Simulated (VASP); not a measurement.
A run of VASP 6.6.1 is set up as follows.

INCAR

```
PREC     = Accurate       # precision mode
ENCUT    = 520            # plane-wave cutoff, eV
EDIFF    = 1E-6           # SCF threshold, eV
ISMEAR   = 1              # smearing method
SIGMA    = 0.15           # smearing width, eV
LREAL    = F              # projectors in reciprocal space
LASPH    = T              # aspherical terms in the spheres
NELM     = 100            # most SCF steps
ALGO     = Normal         # electronic algorithm
ISIF     = 2              # what is computed and relaxed
LWAVE    = F              # write WAVECAR
LCHARG   = F              # write CHGCAR
GGA      = PE             # functional
NBANDS   = 15             # bands
```

Contents of KPOINTS:

```
Automatic mesh
0
Gamma
  11 11 11
```

File POSCAR:

```
TaN
1.0
    0.0000000000      2.1192710523      2.1192710523
    2.1192710523      0.0000000000      2.1192710523
    2.1192710523      2.1192710523      0.0000000000
Ta N
1 1
Direct
    0.5000000000      0.5000000000      0.5000000000
    0.0000000000      0.0000000000      0.0000000000
```

Potentials or basis: VASP PAW PBE potentials, release 64 (Ta_pv, N).

Launch:

```console
$ cat potpaw_PBE.64/Ta_pv/POTCAR potpaw_PBE.64/N/POTCAR > POTCAR
$ mpirun -np 1 vasp_std > vasp.out
```

Question: Predict the band gap on the k mesh.

Answer: Zero (band 8 reaches 12.82 eV, above the bottom of band 9 at 8.41 eV).

Question: Estimate the pressure.

Answer: 55.1 GPa.

Caveat: spin-orbit coupling is left out, which moves the levels of the heavy elements.
